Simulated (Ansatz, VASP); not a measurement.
# Two plane-wave programs on Mn2FeSe3

```
Se Fe Mn
1.0
     3.52575    0.00000    0.00000
    -1.76287    3.05339    0.00000
     0.00000    0.00000    8.56452
Se Fe Mn
3 1 2
Direct
  0.00000 0.00000 0.50000
  0.66667 0.33333 0.83940
  0.33333 0.66667 0.16060
  0.00000 0.00000 0.00000
  0.66667 0.33333 0.33322
  0.33333 0.66667 0.66678
```

Alike in both runs: task single point; functional PBE; k mesh 9 × 9 × 3; occupations fermi-dirac, width 0.05 eV; collinear spin.

```csv
,VASP,Ansatz
version,VASP 6.6.1,Ansatz 0.2.0
potentials or method,"VASP PAW PBE potentials, release 64 (Se, Fe, Mn_pv)",Ansatz PAW
plane-wave cutoff (eV),520,420
valence electrons in the cell,52,94
```

```csv
,VASP,Ansatz,Ansatz less VASP
gap on the k mesh at the Fermi level (eV),none,none,-
pressure (GPa),16.1,17.5,+1.39
"traceless stress, the component that is largest in VASP (GPa)",-0.20,2.49,+2.691
rms of the force components (eV/Å),0.090,0.145,+0.0560
net moment per atom (μB),1.71,0.76,-0.952
size of the moment on the site where the two differ most (μB),2.46,2.74,+0.276
```

The net moments are unlike, so the other rows may belong to different states. Site moments also hang on the region over which each program counts them. Atom by atom the forces differ by 0.188 eV/Å (rms over components). A gap of «none» marks a metal or a gap that the smearing closes. VASP's potentials hold 52 valence electrons a cell and Ansatz's 94, so a difference there can come from the potentials and not from the codes.
